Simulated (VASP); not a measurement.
# LiTmH4 (F-43m) in VASP: a series of runs

Runs on LiTmH4. Level: PBE. Tasks: relaxation of cell and atoms.

Everything below comes from runs of VASP 6.6.1. Logs are shortened: lines on timing, memory, paths and dates and some standing lists are left out, and cuts for length are marked.

## 1. The cell of the first run

The structure is cubic, space group F-43m (No. 216). Conventional cell: a = 6.599 Å, b = 6.599 Å, c = 6.599 Å, α = 90.00°, β = 90.00°, γ = 90.00°. Within 3.6 Å of Li (site symmetry -43m) lie 12 H at 2.74 Å and 4 Tm at 2.86 Å. Within 3.6 Å of Tm (site symmetry -43m) lie 12 H at 2.74 Å and 4 Li at 2.86 Å. H (site symmetry 3m) has 6 H at 2.33 Å and 3 Li at 2.74 Å and 3 Tm at 2.74 Å within 3.1 Å.

The cell was generated, and may not be a known phase.

## 2. Relaxation of cell and atoms, PBE

INCAR reads:

```
ALGO     = Normal         # electronic algorithm
EDIFF    = 1E-7           # SCF threshold, eV
EDIFFG   = -0.08          # ionic threshold
ENCUT    = 750            # plane-wave cutoff, eV
GGA      = PE             # functional
GGA_COMPAT= False        
IBRION   = 2              # ionic algorithm
ISIF     = 3              # what is computed and relaxed
ISMEAR   = 0              # smearing method
LASPH    = True           # aspherical terms in the spheres
LCHARG   = False          # write CHGCAR
LMAXMIX  = 6              # l up to which the mixer works
LREAL    = False          # projectors in reciprocal space
LWAVE    = False          # write WAVECAR
NELM     = 200            # most SCF steps
NELMIN   = 4            
NSW      = 36             # ionic steps
PREC     = Accurate       # precision mode
SIGMA    = 0.15           # smearing width, eV
```

KPOINTS reads:

```
k-points
0
Gamma
  3 3 3
```

POSCAR reads:

```
LiTmH4
1.0
    0.0000000000      3.2995310300      3.2995310300
    3.2995310300      0.0000000000      3.2995310300
    3.2995310300      3.2995310300      0.0000000000
Li Tm H
1 1 4
Direct
    0.0000000000      0.0000000000      0.0000000000
    0.7500000000      0.7500000000      0.7500000000
    0.8752041200      0.3749319600      0.3749319600
    0.3749319600      0.3749319600      0.3749319600
    0.3749319600      0.8752041200      0.3749319600
    0.3749319600      0.3749319600      0.8752041200
```

Potentials or basis: VASP PAW PBE potentials, release 64 (Li_sv, Tm_3, H), 4f in core.

Run with:

```
$ cat potpaw_PBE.64/Li_sv/POTCAR potpaw_PBE.64/Tm_3/POTCAR potpaw_PBE.64/H/POTCAR > POTCAR
$ mpirun -np 1 vasp_std > vasp.out
```

OUTCAR:

```text
EDIFF = 1E-7
   EDIFFG = -0.08
   ENCUT = 750
   GGA = PE
   IBRION = 2
   ISIF = 3
   ISMEAR = 0
   LASPH = True
   LREAL = False
   NELM = 200
   NELMIN = 4
   NSW = 36
   PREC = Accurate

 ion  position               nearest neighbor table
   1  0.000  0.000  0.000-   2 2.86   2 2.86   2 2.86   2 2.86
   2  0.750  0.750  0.750-   1 2.86   1 2.86   1 2.86   1 2.86
   3  0.875  0.375  0.375-
   4  0.375  0.375  0.375-
   5  0.375  0.875  0.375-
   6  0.375  0.375  0.875-

  LATTYP: Found a face centered cubic cell.
 ALAT       =     6.5990620600

  Lattice vectors:

 A1 = (   0.0000000000,   3.2995310300,   3.2995310300)
 A2 = (   3.2995310300,   0.0000000000,   3.2995310300)
 A3 = (   3.2995310300,   3.2995310300,   0.0000000000)

Analysis of symmetry for initial positions (statically):
=====================================================================
 Subroutine PRICEL returns:
 Original cell was already a primitive cell.

 Routine SETGRP: Setting up the symmetry group for a
 face centered cubic supercell.

 Subroutine GETGRP returns: Found 24 space group operations
 (whereof 24 operations were pure point group operations)
 out of a pool of 48 trial point group operations.

The static configuration has the point symmetry T_d .

Analysis of symmetry for dynamics (positions and initial velocities):
=====================================================================
 Subroutine PRICEL returns:
 Original cell was already a primitive cell.

 Routine SETGRP: Setting up the symmetry group for a
 face centered cubic supercell.

 Subroutine GETGRP returns: Found 24 space group operations
 (whereof 24 operations were pure point group operations)
 out of a pool of 48 trial point group operations.

The dynamic configuration has the point symmetry T_d .

 Subroutine INISYM returns: Found 24 space group operations
 (whereof 24 operations are pure point group operations),
 and found     1 'primitive' translations

----------------------------------------------------------------------------------------

                                     Primitive cell

  volume of cell :      71.8434

[... 53 lines left out ...]
  0.000000  0.000000  0.000000      1.000000
  0.333333  0.000000  0.000000      8.000000
  0.333333  0.333333  0.000000      6.000000
 -0.333333  0.333333  0.000000     12.000000
   k-points           NKPTS =      4   k-points in BZ     NKDIM =      4   number of bands    NBANDS=     12
   number of dos      NEDOS =    301   number of ions     NIONS =      6
   total plane-waves  NPLWV =  74088
   dimension x,y,z NGX =    42 NGY =   42 NGZ =   42
   dimension x,y,z NGXF=    84 NGYF=   84 NGZF=   84
   ions per type =               1   1   4
   NGX,Y,Z   is equivalent  to a cutoff of  14.96, 14.96, 14.96 a.u.
   NGXF,Y,Z  is equivalent  to a cutoff of  29.93, 29.93, 29.93 a.u.
 SYSTEM =  unknown system
   PREC   = accura    normal or accurate (medium, high low for compatibility)
   ISTART =      0    job   : 0-new  1-cont  2-samecut
   ICHARG =      2    charge: 1-file 2-atom 10-const
   ISPIN  =      1    spin polarized calculation?
   LNONCOLLINEAR =      F non collinear calculations
   LSORBIT =      F    spin-orbit coupling
   LASPH  =      T    aspherical Exc in radial PAW
   ENCUT  =  750.0 eV  55.12 Ry    7.42 a.u.  10.42 10.42 10.42*2*pi/ulx,y,z
   NELM   =    200;   NELMIN=  4; NELMDL= -5     # of ELM steps
   EDIFF  = 0.1E-06   stopping-criterion for ELM
   LREAL  =      F    real-space projection
   EDIFFG = -.8E-01   stopping-criterion for IOM
   NSW    =     36    number of steps for IOM
   IBRION =      2    ionic relax: 0-MD 1-quasi-New 2-CG
   NFREE  =      1    steps in history (QN), initial steepest desc. (CG)
   ISIF   =      3    stress and relaxation
   ISYM   =      2    0-nonsym 1-usesym 2-fastsym
   POTIM  = 0.5000    time-step for ionic-motion
   TEBEG  =    0.0;   TEEND  =   0.0 temperature during run
   PSTRESS=    0.0 pullay stress
   NELECT =      16.0000    total number of electrons
   NUPDOWN=      -1.0000    fix difference up-down
   EMIN   =  10.00;   EMAX   =-10.00  energy-range for DOS
   EFERMI =   0.00;   METHOD = LEGACY
   ISMEAR =     0;   SIGMA  =   0.15  broadening in eV -4-tet -1-fermi 0-gaus
   EFERMI_NEDOS =   21; number of points for ismear=-14 and -15
   IALGO  =     38    algorithm
   IMIX   =      4    mixing-type and parameters
     AMIX     =   0.40;   BMIX     =  1.00
     AMIX_MAG =   1.60;   BMIX_MAG =  1.00
  volume/ion in A,a.u.               =      11.97        80.80
  Fermi-wavevector in a.u.,A,eV,Ry     =   0.992322  1.875217 13.397696  0.984703
  Thomas-Fermi vector in A             =   2.124126
   LORBIT       =      0    0 simple, 1 ext, 2 COOP (PROOUT), +10 PAW based schemes
   GGA     = PE    functional components
   LHFCALC =     F    Hartree Fock is set to
   AEXX    =    0.0000 exact exchange contribution
   IVDW    =     0    specifies the selected vdW correction
   LEPSILON=     F    determine dielectric tensor
   LRPA    =     F    only Hartree local field effects (RPA)
 conjugate gradient relaxation of ions
 non-spin polarized calculation
 Gauss-broadening in eV      SIGMA  =   0.15
  energy-cutoff  :      750.00
  volume of cell :       71.84
 maximum number of plane-waves:      3383
 NGX is ok and might be reduce to    42
   NGX = 21   NGY = 21   NGZ = 21

--------------------------------------- Ionic step        1  -------------------------------------------

 number of electron      15.9999998 magnetization

 Free energy of the ion-electron system (eV)
  ---------------------------------------------------
  ext. energy  EPLUGINS =         0.00000000
  ---------------------------------------------------
  free energy    TOTEN  =       -17.03666810 eV

  energy without entropy =      -17.03656135  energy(sigma->0) =      -17.03661472

------------------------ aborting loop because EDIFF is reached ----------------------------------------

  FORCE on cell =-STRESS in cart. coord.  units (eV):
  Direction    XX          YY          ZZ          XY          YZ          ZX
  --------------------------------------------------------------------------------------
  -------------------------------------------------------------------------------------
  Total       -5.6345868     -5.6345868     -5.6345868      0.0000000      0.0000000     -0.0000000
  in kB     -125.6568043   -125.6568043   -125.6568043      0.0000000      0.0000000     -0.0000000
  external PRESSURE =    -125.6568043 kB  Pullay stress =       0.0000000 kB
[... 281 lines left out ...]
--------------------------------------- Ionic step        5  -------------------------------------------

 number of electron      16.0000000 magnetization

 Free energy of the ion-electron system (eV)
  ---------------------------------------------------
  ext. energy  EPLUGINS =         0.00000000
  ---------------------------------------------------
  free energy    TOTEN  =       -18.19463204 eV

  energy without entropy =      -18.19463160  energy(sigma->0) =      -18.19463182

 E-fermi :   2.0528     XC(G=0): -10.0526

 val. band max:        1.5324342873   @ k =   0.3333   0.3333   0.0000
 cond. band min:       2.5584771537   @ k =   0.3333   0.3333   0.0000
 fundamental gap:      1.0260428664
 Fermi energy:         2.0527923801
[... 91 lines left out ...]
  FREE ENERGIE OF THE ION-ELECTRON SYSTEM (eV)
  ---------------------------------------------------
  free  energy   TOTEN  =       -18.1946320390 eV

  energy  without entropy=      -18.1946315971  energy(sigma->0) =      -18.19463182

 reached required accuracy - stopping structural energy minimisation
```

OSZICAR:

```text
N       E                     dE             d eps       ncg     rms          rms(c)
DAV:   1     0.550139074876E+02    0.55014E+02   -0.75886E+03    96   0.156E+03
DAV:   2    -0.102258470238E+02   -0.65240E+02   -0.61192E+02    96   0.342E+02
DAV:   3    -0.177214185401E+02   -0.74956E+01   -0.69927E+01   160   0.678E+01
[... 60 lines left out ...]
DAV:   7    -0.181946298187E+02    0.20293E-07   -0.11495E-04   180   0.123E-01    0.231E-02
DAV:   8    -0.181946335201E+02   -0.37014E-05   -0.79831E-06   124   0.274E-02    0.819E-03
DAV:   9    -0.181946318331E+02    0.16870E-05   -0.28621E-06   156   0.166E-02    0.890E-04
DAV:  10    -0.181946319816E+02   -0.14853E-06   -0.79128E-08    48   0.300E-03    0.685E-04
DAV:  11    -0.181946320390E+02   -0.57430E-07   -0.10027E-08    48   0.169E-03
   5 F= -.18194632E+02 E0= -.18194632E+02  d E =-.115796E+01
```

CONTCAR:

```text
LiTmH4
   1.00000000000000
    -0.0000000000000000    2.9326154013990520    2.9326154013990520
     2.9326154013990520    0.0000000000000000    2.9326154013990520
     2.9326154013990520    2.9326154013990520    0.0000000000000000
  Li              Tm              H
     1     1     4
Direct
     0.0000000000000000    0.0000000000000000    0.0000000000000000
     0.7500000000000000    0.7500000000000000    0.7500000000000000
     0.8711664530303280    0.3762778489898884    0.3762778489898884
     0.3762778489898884    0.3762778489898884    0.3762778489898884
     0.3762778489898884    0.8711664530303280    0.3762778489898884
     0.3762778489898884    0.3762778489898884    0.8711664530303280

  0.00000000E+00  0.00000000E+00  0.00000000E+00
  0.00000000E+00  0.00000000E+00  0.00000000E+00
  0.00000000E+00  0.00000000E+00  0.00000000E+00
  0.00000000E+00  0.00000000E+00  0.00000000E+00
  0.00000000E+00  0.00000000E+00  0.00000000E+00
  0.00000000E+00  0.00000000E+00  0.00000000E+00
```

Run time: 72 s. Hardware: 1 thread of Intel Xeon 8259CL, shared host; peak memory 0.3 GiB.

Results:

```
Free energy                           : -18.1946 eV
Relaxed volume                        : 8.41 Å³/atom
Relaxed cell                          : a = 4.147 Å, b = 4.147 Å, c = 4.147 Å, α = 60.00°, β = 60.00°, γ = 60.00°
Space group after relaxing (to 0.1 Å) : F-43m (No. 216)
Energy gained by relaxing             : 193.0 meV/atom
Ionic steps                           : 5
Pressure after relaxing               : -1.1 GPa
Largest force after relaxing          : 0.022 eV/Å
Band gap on the k mesh                : 1.03 eV
```

Forces in eV/Å, atoms in the order of the input:
```
Li   0.000  0.000  0.000
Tm   0.000  0.000  0.000
H    0.013 -0.013 -0.013
H    0.013  0.013  0.013
H   -0.013  0.013 -0.013
H   -0.013 -0.013  0.013
```

Step by step:
```tsv
step	energy change (eV)	largest force (eV/Å)	pressure (GPa)	volume (Å³)
1	0.0000	0.1391	-12.57	71.84
2	-0.6738	0.1032	-10.08	62.51
3	-1.1112	0.0427	-4.12	53.24
4	-0.2403	0.1832	30.24	37.53
5	-1.1580	0.0220	-1.10	50.44
```

Final structure:
```
Li Tm H
1.0
     0.00000    2.93262    2.93262
     2.93262    0.00000    2.93262
     2.93262    2.93262    0.00000
Li Tm H
1 1 4
Direct
  0.00000 0.00000 0.00000
  0.75000 0.75000 0.75000
  0.87117 0.37628 0.37628
  0.37628 0.37628 0.37628
  0.37628 0.87117 0.37628
  0.37628 0.37628 0.87117
```

Levels at points of the mesh, in eV from the valence-band top:
```tsv
k point	band 4	band 5	band 6	band 7	band 8	band 9	band 10	band 11	band 12
(0.00, 0.00, 0.00)	-24.38	-7.60	-0.09	-0.09	-0.09	3.53	3.53	3.68	3.68
```

Caveat: the k points lie up to 0.62 Å⁻¹ apart in the final cell; the volume moved by over 15 % at a fixed basis, so the end points are rough; spin-orbit coupling is left out, which moves the levels of the heavy elements; an odd mesh through Γ misses points on the zone boundary, where band edges can lie; the 4f electrons are frozen in the core, so they carry no moment and show no levels.

## 3. Relaxation of cell and atoms, PBE

This run uses another cell than the first one, of 13.32 Å³/atom.

INCAR reads:

```
PREC = Accurate
ENCUT = 750
EDIFF = 1E-7
ISMEAR = 0
SIGMA = 0.15
LREAL = False
LASPH = True
NELM = 200
ALGO = Normal
ISIF = 3
LWAVE = False
LCHARG = False
GGA = PE
IBRION = 2
NSW = 36
EDIFFG = -0.08
GGA_COMPAT = False
NELMIN = 4
LMAXMIX = 6
```

KPOINTS reads:

```
Automatic mesh
0
Gamma
  3 3 3
```

POSCAR reads:

```
LiTmH4
1.0
    0.0000000000      3.4187104900      3.4187104900
    3.4187104900      0.0000000000      3.4187104900
    3.4187104900      3.4187104900      0.0000000000
Li Tm H
1 1 4
Direct
    0.2500000000      0.2500000000      0.2500000000
    0.0000000000      0.0000000000      0.0000000000
    0.6067941400      0.6067941400      0.6067941400
    0.6067941400      0.6067941400      0.1796175700
    0.6067941400      0.1796175700      0.6067941400
    0.1796175700      0.6067941400      0.6067941400
```

Potentials or basis: VASP PAW PBE potentials, release 64 (Li_sv, Tm_3, H), 4f in core.

Run with:

```
$ cat potpaw_PBE.64/Li_sv/POTCAR potpaw_PBE.64/Tm_3/POTCAR potpaw_PBE.64/H/POTCAR > POTCAR
$ mpirun -np 1 vasp_std > vasp.out
```

Wall time 2.5 min (1 thread of Intel Xeon 8259CL, shared host); peak memory 0.39 GiB.

The run converged. Its results:

```
Free energy                           : -18.1981 eV
Relaxed volume                        : 8.28 Å³/atom
Relaxed cell                          : a = 4.126 Å, b = 4.126 Å, c = 4.126 Å, α = 60.00°, β = 60.00°, γ = 60.00°
Space group after relaxing (to 0.1 Å) : F-43m (No. 216)
Energy gained by relaxing             : 350.3 meV/atom
Ionic steps                           : 10
Pressure after relaxing               : -0.1 GPa
Largest force after relaxing          : 0.006 eV/Å
Band gap on the k mesh                : 1.04 eV
```

Forces in eV/Å, atoms in the order of the input:
```
Li   0.000  0.000  0.000
Tm   0.000  0.000  0.000
H    0.003  0.003  0.003
H   -0.003 -0.003  0.003
H   -0.003  0.003 -0.003
H    0.003 -0.003 -0.003
```

Step by step:
```csv
step,energy change (eV),largest force (eV/Å),pressure (GPa),volume (Å³)
1,0.0000,0.5120,-13.22,79.91
2,-1.0045,0.5336,-11.78,67.86
3,-1.8371,0.5248,-5.57,54.62
4,-0.1725,0.2890,51.09,33.54
5,-1.9351,0.5398,-1.38,50.44
6,-1.9478,0.5294,1.24,48.46
7,-2.0157,0.3864,1.28,48.43
8,-2.0955,0.0153,1.67,48.38
9,-2.0956,0.0016,1.69,48.37
10,-2.1019,0.0055,-0.10,49.67
```

Final structure:
```
Li Tm H
1.0
     0.00000    2.91749    2.91749
     2.91749    0.00000    2.91749
     2.91749    2.91749    0.00000
Li Tm H
1 1 4
Cartesian
  1.4587 1.4587 1.4587
  0.0000 0.0000 0.0000
  3.6561 3.6561 3.6561
  2.1789 2.1789 3.6561
  2.1789 3.6561 2.1789
  3.6561 2.1789 2.1789
```

Levels at points of the mesh, in eV from the valence-band top:
```
           k point  band 6  band 7  band 8  band 9  band 10  band 11
(0.00, 0.00, 0.00)   -0.11   -0.11   -0.11    3.56     3.72     3.72
```

Caveat: the k points lie up to 0.62 Å⁻¹ apart in the final cell; the volume moved by over 15 % at a fixed basis, so the end points are rough; spin-orbit coupling is left out, which moves the levels of the heavy elements; an odd mesh through Γ misses points on the zone boundary, where band edges can lie; the 4f electrons are frozen in the core, so they carry no moment and show no levels.
